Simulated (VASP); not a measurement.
# ZnCu (Pm-3m) in VASP: relaxation of cell and atoms with PBE

Aim: the relaxation of cell and atoms of ZnCu with PBE.

Everything below comes from runs of VASP 6.6.1. Logs are shortened: lines on timing, memory, paths and dates and some standing lists are left out, and cuts for length are marked.

### Step 1. The cell of the first run

Symmetry: Pm-3m, No. 221, cubic system. The conventional cell has a = 2.921 Å, b = 2.921 Å, c = 2.921 Å, α = 90.00°, β = 90.00°, γ = 90.00°. Zn (site symmetry m-3m) has 8 Cu at 2.53 Å and 6 Zn at 2.92 Å within 3.3 Å. Cu (site symmetry m-3m) has 8 Zn at 2.53 Å and 6 Cu at 2.92 Å within 3.3 Å.

### Step 2. Relaxation of cell and atoms, PBE

INCAR reads:

```
SYSTEM = ZnCu
PREC = Accurate
ENCUT = 600
EDIFF = 1E-7
ISMEAR = 0
SIGMA = 0.1
LREAL = .False.
LASPH = .True.
NELM = 120
ALGO = Normal
ISIF = 3
LWAVE = .False.
LCHARG = .False.
GGA = PE
IBRION = 2
NSW = 60
EDIFFG = -0.04
GGA_COMPAT = .False.
NELMIN = 4
```

KPOINTS reads:

```
Automatic mesh
0
Gamma
  6 6 6
  0 0 0
```

POSCAR reads:

```
ZnCu
1.0
    2.9205540000      0.0000000000      0.0000000000
    0.0000000000      2.9205540000      0.0000000000
    0.0000000000      0.0000000000      2.9205540000
Zn Cu
1 1
Direct
    0.5000000000      0.5000000000      0.5000000000
    0.0000000000      0.0000000000      0.0000000000
```

Potentials or basis: VASP PAW PBE potentials, release 64 (Zn, Cu).

Launch:

```bash
> cat potpaw_PBE.64/Zn/POTCAR potpaw_PBE.64/Cu/POTCAR > POTCAR
> mpirun -np 1 vasp_std > vasp.out
```

OUTCAR:

```text
SYSTEM = ZnCu
   PREC = Accurate
   ENCUT = 600
   EDIFF = 1E-7
   ISMEAR = 0
   LREAL = .False.
   LASPH = .True.
   NELM = 120
   ISIF = 3
   GGA = PE
   IBRION = 2
   NSW = 60
   EDIFFG = -0.04
   NELMIN = 4

 ion  position               nearest neighbor table
   1  0.500  0.500  0.500-   2 2.53   2 2.53   2 2.53   2 2.53   2 2.53   2 2.53   2 2.53   2 2.53

   2  0.000  0.000  0.000-   1 2.53   1 2.53   1 2.53   1 2.53   1 2.53   1 2.53   1 2.53   1 2.53

  LATTYP: Found a simple cubic cell.
 ALAT       =     2.9205540000

  Lattice vectors:

 A1 = (   2.9205540000,   0.0000000000,   0.0000000000)
 A2 = (   0.0000000000,   2.9205540000,   0.0000000000)
 A3 = (   0.0000000000,   0.0000000000,   2.9205540000)

Analysis of symmetry for initial positions (statically):
=====================================================================
 Subroutine PRICEL returns:
 Original cell was already a primitive cell.

 Routine SETGRP: Setting up the symmetry group for a
 simple cubic supercell.

 Subroutine GETGRP returns: Found 48 space group operations
 (whereof 48 operations were pure point group operations)
 out of a pool of 48 trial point group operations.

The static configuration has the point symmetry O_h .

Analysis of symmetry for dynamics (positions and initial velocities):
=====================================================================
 Subroutine PRICEL returns:
 Original cell was already a primitive cell.

 Routine SETGRP: Setting up the symmetry group for a
 simple cubic supercell.

 Subroutine GETGRP returns: Found 48 space group operations
 (whereof 48 operations were pure point group operations)
 out of a pool of 48 trial point group operations.

The dynamic configuration has the point symmetry O_h .

 Subroutine INISYM returns: Found 48 space group operations
 (whereof 48 operations are pure point group operations),
 and found     1 'primitive' translations

----------------------------------------------------------------------------------------

                                     Primitive cell

  volume of cell :      24.9113

  direct lattice vectors                    reciprocal lattice vectors
     2.920554000  0.000000000  0.000000000     0.342400791  0.000000000  0.000000000
     0.000000000  2.920554000  0.000000000     0.000000000  0.342400791  0.000000000
     0.000000000  0.000000000  2.920554000     0.000000000  0.000000000  0.342400791

  length of vectors
     2.920554000  2.920554000  2.920554000     0.342400791  0.342400791  0.342400791

  position of ions in fractional coordinates (direct lattice)
     0.500000000  0.500000000  0.500000000
     0.000000000  0.000000000  0.000000000

  ion indices of the primitive-cell ions
   primitive index   ion index
                 1           1
                 2           2

----------------------------------------------------------------------------------------

 KPOINTS: Automatic mesh

Automatic generation of k-mesh.
 Grid dimensions read from file:
 generate k-points for:    6    6    6

 Generating k-lattice:

  Cartesian coordinates                     Fractional coordinates (reciprocal lattice)
     0.057066799  0.000000000  0.000000000     0.166666667  0.000000000  0.000000000
     0.000000000  0.057066799  0.000000000     0.000000000  0.166666667  0.000000000
     0.000000000  0.000000000  0.057066799     0.000000000  0.000000000  0.166666667

  Length of vectors
     0.057066799  0.057066799  0.057066799

  Shift w.r.t. Gamma in fractional coordinates (k-lattice)
     0.000000000  0.000000000  0.000000000

 Subroutine IBZKPT returns following result:
 ===========================================

 Found     20 irreducible k-points:

 Following reciprocal coordinates:
            Coordinates               Weight
  0.000000  0.000000  0.000000      1.000000
  0.166667  0.000000  0.000000      6.000000
  0.333333  0.000000  0.000000      6.000000
  0.500000  0.000000  0.000000      3.000000
  0.166667  0.166667  0.000000     12.000000
  0.333333  0.166667  0.000000     24.000000
[... 12 lines left out ...]
  0.500000  0.500000  0.333333      6.000000
  0.500000  0.500000  0.500000      1.000000
   k-points           NKPTS =     20   k-points in BZ     NKDIM =     20   number of bands    NBANDS=     15
   number of dos      NEDOS =    301   number of ions     NIONS =      2
   total plane-waves  NPLWV =  13824
   dimension x,y,z NGX =    24 NGY =   24 NGZ =   24
   dimension x,y,z NGXF=    48 NGYF=   48 NGZF=   48
   ions per type =               1   1
   NGX,Y,Z   is equivalent  to a cutoff of  13.66, 13.66, 13.66 a.u.
   NGXF,Y,Z  is equivalent  to a cutoff of  27.32, 27.32, 27.32 a.u.
 SYSTEM =  ZnCu
   PREC   = accura    normal or accurate (medium, high low for compatibility)
   ISTART =      0    job   : 0-new  1-cont  2-samecut
   ICHARG =      2    charge: 1-file 2-atom 10-const
   ISPIN  =      1    spin polarized calculation?
   LNONCOLLINEAR =      F non collinear calculations
   LSORBIT =      F    spin-orbit coupling
   LASPH  =      T    aspherical Exc in radial PAW
   ENCUT  =  600.0 eV  44.10 Ry    6.64 a.u.   5.83  5.83  5.83*2*pi/ulx,y,z
   NELM   =    120;   NELMIN=  4; NELMDL= -5     # of ELM steps
   EDIFF  = 0.1E-06   stopping-criterion for ELM
   LREAL  =      F    real-space projection
   EDIFFG = -.4E-01   stopping-criterion for IOM
   NSW    =     60    number of steps for IOM
   IBRION =      2    ionic relax: 0-MD 1-quasi-New 2-CG
   NFREE  =      1    steps in history (QN), initial steepest desc. (CG)
   ISIF   =      3    stress and relaxation
   ISYM   =      2    0-nonsym 1-usesym 2-fastsym
   POTIM  = 0.5000    time-step for ionic-motion
   TEBEG  =    0.0;   TEEND  =   0.0 temperature during run
   PSTRESS=    0.0 pullay stress
   NELECT =      23.0000    total number of electrons
   NUPDOWN=      -1.0000    fix difference up-down
   EMIN   =  10.00;   EMAX   =-10.00  energy-range for DOS
   EFERMI =   0.00;   METHOD = LEGACY
   ISMEAR =     0;   SIGMA  =   0.10  broadening in eV -4-tet -1-fermi 0-gaus
   EFERMI_NEDOS =   21; number of points for ismear=-14 and -15
   IALGO  =     38    algorithm
   IMIX   =      4    mixing-type and parameters
     AMIX     =   0.40;   BMIX     =  1.00
     AMIX_MAG =   1.60;   BMIX_MAG =  1.00
  volume/ion in A,a.u.               =      12.46        84.05
  Fermi-wavevector in a.u.,A,eV,Ry     =   1.594112  3.012435 34.575037  2.541194
  Thomas-Fermi vector in A             =   2.692237
   LORBIT       =      0    0 simple, 1 ext, 2 COOP (PROOUT), +10 PAW based schemes
   GGA     = PE    functional components
   LHFCALC =     F    Hartree Fock is set to
   AEXX    =    0.0000 exact exchange contribution
   IVDW    =     0    specifies the selected vdW correction
   LEPSILON=     F    determine dielectric tensor
   LRPA    =     F    only Hartree local field effects (RPA)
 conjugate gradient relaxation of ions
 non-spin polarized calculation
 Gauss-broadening in eV      SIGMA  =   0.10
  energy-cutoff  :      600.00
  volume of cell :       24.91
 maximum number of plane-waves:       847
 NGX is ok and might be reduce to    24
   NGX = 11   NGY = 11   NGZ = 11

--------------------------------------- Ionic step        1  -------------------------------------------

 number of electron      22.9999986 magnetization

 Free energy of the ion-electron system (eV)
  ---------------------------------------------------
  ext. energy  EPLUGINS =         0.00000000
  ---------------------------------------------------
  free energy    TOTEN  =        -4.90634052 eV

  energy without entropy =       -4.89867803  energy(sigma->0) =       -4.90250928

------------------------ aborting loop because EDIFF is reached ----------------------------------------

  FORCE on cell =-STRESS in cart. coord.  units (eV):
  Direction    XX          YY          ZZ          XY          YZ          ZX
  --------------------------------------------------------------------------------------
  -------------------------------------------------------------------------------------
  Total        1.0631817      1.0631817      1.0631817      0.0000000      0.0000000     -0.0000000
  in kB       68.3789369     68.3789369     68.3789369      0.0000000      0.0000000     -0.0000000
  external PRESSURE =      68.3789369 kB  Pullay stress =       0.0000000 kB

 VOLUME and BASIS-vectors are now :
 -----------------------------------------------------------------------------
  energy-cutoff  :      600.00
  volume of cell :       24.91
      direct lattice vectors                 reciprocal lattice vectors
     2.920554000  0.000000000  0.000000000     0.342400791  0.000000000  0.000000000
     0.000000000  2.920554000  0.000000000     0.000000000  0.342400791  0.000000000
     0.000000000  0.000000000  2.920554000     0.000000000  0.000000000  0.342400791

 POSITION                                       TOTAL-FORCE (eV/Angst)
 -----------------------------------------------------------------------------------
      1.46028      1.46028      1.46028         0.000000      0.000000      0.000000
      0.00000      0.00000      0.00000         0.000000      0.000000      0.000000
 -----------------------------------------------------------------------------------
    total drift:                                0.000000      0.000000     -0.000000

  FREE ENERGIE OF THE ION-ELECTRON SYSTEM (eV)
  ---------------------------------------------------
  free  energy   TOTEN  =        -4.9063405201 eV
[... 17 lines left out ...]
 VOLUME and BASIS-vectors are now :
 -----------------------------------------------------------------------------
  energy-cutoff  :      600.00
  volume of cell :       26.88
      direct lattice vectors                 reciprocal lattice vectors
     2.995452638  0.000000000 -0.000000000     0.333839363  0.000000000 -0.000000000
     0.000000000  2.995452638  0.000000000    -0.000000000  0.333839363 -0.000000000
     0.000000000  0.000000000  2.995452638     0.000000000  0.000000000  0.333839363

 POSITION                                       TOTAL-FORCE (eV/Angst)
 -----------------------------------------------------------------------------------
      1.49773      1.49773      1.49773         0.000000      0.000000      0.000000
      0.00000      0.00000      0.00000        -0.000000     -0.000000      0.000000
 -----------------------------------------------------------------------------------
    total drift:                                0.000000      0.000000     -0.000000

  FREE ENERGIE OF THE ION-ELECTRON SYSTEM (eV)
  ---------------------------------------------------
  free  energy   TOTEN  =        -4.9305762427 eV

  energy  without entropy=       -4.9256183625  energy(sigma->0) =       -4.92809730

--------------------------------------- Ionic step        3  -------------------------------------------

 number of electron      23.0000030 magnetization

 Free energy of the ion-electron system (eV)
  ---------------------------------------------------
  ext. energy  EPLUGINS =         0.00000000
  ---------------------------------------------------
  free energy    TOTEN  =        -4.93450201 eV

  energy without entropy =       -4.92874443  energy(sigma->0) =       -4.93162322

 E-fermi :   5.2360     XC(G=0): -12.2374

 val. band max:        5.1488811748   @ k =   0.5000   0.3333   0.3333
 cond. band min:       5.2778415917   @ k =   0.3333   0.3333   0.0000
 fundamental gap:      0.1289604169
 Fermi energy:         5.2359924185

 k-point     1 :       0.0000    0.0000    0.0000
  band No.  band energies     occupation
      1      -4.8473      2.00000
      2      -2.4775      2.00000
      3      -2.4775      2.00000
      4      -1.8273      2.00000
      5      -1.8273      2.00000
      6      -1.8273      2.00000
      7       1.7524      2.00000
      8       1.7524      2.00000
      9       2.5632      2.00000
     10       2.5632      2.00000
     11       2.5632      2.00000
     12      11.3900      0.00000
     13      11.3900      0.00000
     14      11.3900      0.00000
     15      16.3337      0.00000

 k-point     2 :       0.1667    0.0000    0.0000
  band No.  band energies     occupation
      1      -4.3607      2.00000
      2      -2.4276      2.00000
      3      -2.3772      2.00000
      4      -1.8667      2.00000
      5      -1.8667      2.00000
      6      -1.8084      2.00000
      7       1.7290      2.00000
      8       1.7851      2.00000
      9       2.4202      2.00000
     10       2.4202      2.00000
     11       2.5470      2.00000
     12       8.2061      0.00000
     13      12.1150      0.00000
     14      12.1150      0.00000
     15      16.6046      0.00000
[... 335 lines left out ...]
 VOLUME and BASIS-vectors are now :
 -----------------------------------------------------------------------------
  energy-cutoff  :      600.00
  volume of cell :       26.31
      direct lattice vectors                 reciprocal lattice vectors
     2.974119814  0.000000000 -0.000000000     0.336233932  0.000000000 -0.000000000
     0.000000000  2.974119814  0.000000000    -0.000000000  0.336233932 -0.000000000
     0.000000000  0.000000000  2.974119814     0.000000000  0.000000000  0.336233932

 POSITION                                       TOTAL-FORCE (eV/Angst)
 -----------------------------------------------------------------------------------
      1.48706      1.48706      1.48706         0.000000      0.000000      0.000000
      0.00000      0.00000      0.00000        -0.000000     -0.000000      0.000000
 -----------------------------------------------------------------------------------
    total drift:                                0.000000      0.000000     -0.000000

  FREE ENERGIE OF THE ION-ELECTRON SYSTEM (eV)
  ---------------------------------------------------
  free  energy   TOTEN  =        -4.9345020113 eV

  energy  without entropy=       -4.9287444298  energy(sigma->0) =       -4.93162322

 reached required accuracy - stopping structural energy minimisation
```

Run time: 16 s. Hardware: 1 thread of AMD EPYC 9R14 (Zen 4), shared host; peak memory 0.11 GiB.

What came out:

| Property | Result |
| --- | --- |
| Free energy | -4.9345 eV |
| Relaxed volume | 13.15 Å³/atom |
| Relaxed cell | a = 2.974 Å, b = 2.974 Å, c = 2.974 Å, α = 90.00°, β = 90.00°, γ = 90.00° |
| Space group after relaxing (to 0.05 Å) | Pm-3m (No. 221) |
| Energy gained by relaxing | 14.1 meV/atom |
| Ionic steps | 3 |
| Pressure after relaxing | 0.0 GPa |

The path:
```csv
step,energy change (eV),largest force (eV/Å),pressure (GPa),volume (Å³)
1,0.0000,0.0000,6.84,24.91
2,-0.0242,0.0000,-2.18,26.88
3,-0.0282,0.0000,0.02,26.31
```

Final structure:
```yaml
crystal:
  lattice:
    - [2.97412, 0.00000, 0.00000]
    - [0.00000, 2.97412, 0.00000]
    - [0.00000, 0.00000, 2.97412]
  atoms:
    - { symbol: Zn, position: [0.50000, 0.50000, 0.50000] }
    - { symbol: Cu, position: [0.00000, 0.00000, 0.00000] }
```

Levels at points of the mesh, in eV from the Fermi level:
| k point | band 7 | band 8 | band 9 | band 10 | band 11 | band 12 | band 13 | band 14 | band 15 |
| --- | --- | --- | --- | --- | --- | --- | --- | --- | --- |
| (0.00, 0.00, 0.00) | -3.48 | -3.48 | -2.67 | -2.67 | -2.67 | 6.15 | 6.15 | 6.15 | 11.10 |
| (0.50, 0.00, 0.00) | -5.07 | -3.58 | -3.19 | -3.19 | -2.74 | -1.97 | 11.48 | 11.48 | 12.12 |
| (0.50, 0.50, 0.00) | -3.29 | -2.82 | -2.82 | -2.45 | -1.77 | -1.77 | 1.65 | 2.02 | 13.65 |
| (0.50, 0.50, 0.50) | -4.15 | -4.15 | -2.43 | -2.43 | 3.68 | 4.30 | 4.30 | 4.30 | 4.45 |
